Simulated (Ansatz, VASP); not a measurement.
One calculation of AlNi, two programs

```
Al Ni
1.0
     2.12227   -2.12221    0.00000
     2.12227    2.12221    0.00000
     0.00000    0.00000    3.09840
Al Ni
1 1
Direct
  0.00000 0.00000 0.00000
  0.50000 0.50000 0.50000
```

Alike in both runs: task single point; functional PBEsol; k mesh 16 × 16 × 16; occupations gaussian, width 0.15 eV; no spin polarisation.

```csv
,VASP,Ansatz
version,VASP 6.6.1,Ansatz 0.2.0
potentials or method,"VASP PAW PBE potentials, release 64 (Al, Ni), cutoff 520 eV","scalar-relativistic, plane waves, PAW"
valence electrons in the cell,13,21
```

Ansatz gave:

| Quantity | Value |
| --- | --- |
| gap on the k mesh at the Fermi level (eV) | none |
| pressure (GPa) | -20.6 |
| traceless stress, the component that is largest in VASP (GPa) | -0.85 |

Question: Which values does VASP return?

Answer: gap on the k mesh at the Fermi level (eV): none; pressure (GPa): -20.4; traceless stress, the component that is largest in VASP (GPa): -0.87.

VASP's potentials were made for PBE, not for PBEsol, and Ansatz warns of the same on its side. A gap of «none» marks a metal or a gap that the smearing closes. VASP's potentials hold 13 valence electrons a cell and Ansatz's 21, so a difference there can come from the potentials and not from the codes. Ansatz's warnings: near symmetry operations not taken.
